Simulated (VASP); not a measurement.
The system is MgO.

```
Mg O
1.0
     2.65982    0.00000    0.00000
     0.00000    2.65982    0.00000
     0.00000    0.00000    2.65982
Mg O
1 1
Direct
  0.00000 0.00000 0.00000
  0.50000 0.50000 0.50000
```

```yaml
Program: VASP 6.6.1
Task: relaxation of cell and atoms
Functional: r2SCAN
Potentials_or_basis: VASP PAW PBE potentials, release 64 (Mg, O)
Cutoff: 600 eV
k_mesh: 8 × 8 × 8
Occupations: fermi-dirac, width 0.02 eV
Spin: no spin polarisation
```

At the start: pressure -7.3 GPa; volume 9.41 Å³/atom.

**Question.** Where does the relaxation end?

**Answer.** Over 13 steps the energy falls by 11.0 meV/atom and the volume is 8.95 Å³/atom (-4.9 %); space group Pm-3m (No. 221, to 0.1 Å) before and after.

The path:
```csv
step,energy change (eV),largest force (eV/Å),pressure (GPa),volume (Å³)
1,0.0000,0.0000,-7.27,18.82
2,-0.0207,0.0000,2.00,17.68
3,-0.0220,0.0000,0.10,17.89
4,-0.0220,0.0000,-0.15,17.91
5,-0.0220,0.0000,-0.15,17.91
6,-0.0220,0.0000,-0.12,17.91
7,-0.0220,0.0000,-0.12,17.91
8,-0.0220,0.0000,-0.12,17.91
9,-0.0220,0.0000,-0.12,17.91
10,-0.0220,0.0000,-0.11,17.91
11,-0.0220,0.0000,-0.11,17.91
12,-0.0220,0.0000,-0.10,17.91
13,-0.0220,0.0000,-0.09,17.90
```

Final structure:
```yaml
crystal:
  lattice:
    - [2.61610, 0.00000, 0.00000]
    - [0.00000, 2.61610, 0.00000]
    - [0.00000, 0.00000, 2.61610]
  atoms:
    - { symbol: Mg, position: [0.00000, 0.00000, 0.00000] }
    - { symbol: O, position: [0.50000, 0.50000, 0.50000] }
```

Caveat: the PAW data sets were made with another functional, which shifts forces and pressure a little.
